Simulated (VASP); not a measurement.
AlCo, 2 atoms in the cell. The structure is cubic, space group Pm-3m (No. 221). Conventional cell: a = 2.819 Å, b = 2.819 Å, c = 2.819 Å, α = 90.00°, β = 90.00°, γ = 90.00°. Within 3.2 Å of Al (site symmetry m-3m) lie 8 Co at 2.44 Å and 6 Al at 2.82 Å. Co (site symmetry m-3m) has 8 Al at 2.44 Å and 6 Co at 2.82 Å within 3.2 Å. 

* Program: VASP 6.6.1
* Task: single point
* Functional: PBE
* Potentials or basis: VASP PAW PBE potentials, release 64 (Al, Co)
* Cutoff: 520 eV
* k mesh: 11 × 11 × 11
* Occupations: methfessel-paxton, width 0.025 eV
* Spin: collinear spin, ferromagnetic start
* Starting moments: [0.0, 3.2] μB
* Dipole correction: no
* Further INCAR settings: ALGO = Normal; EDIFF = 1e-06; NBANDS = 17

Potentials or basis: VASP PAW PBE potentials, release 64 (Al, Co).

The run is started by

```bash
$ cat potpaw_PBE.64/Al/POTCAR potpaw_PBE.64/Co/POTCAR > POTCAR
$ mpirun -np 1 vasp_std > vasp.out
```

Hardware: 1 thread of Intel Xeon 8259CL, with other jobs on the host.

How long does it take, and how much memory?

Wall time 55 s on 1 thread of Intel Xeon 8259CL (shared host), peak memory 0.17 GiB. Counts: scf iterations 13, k points 56.
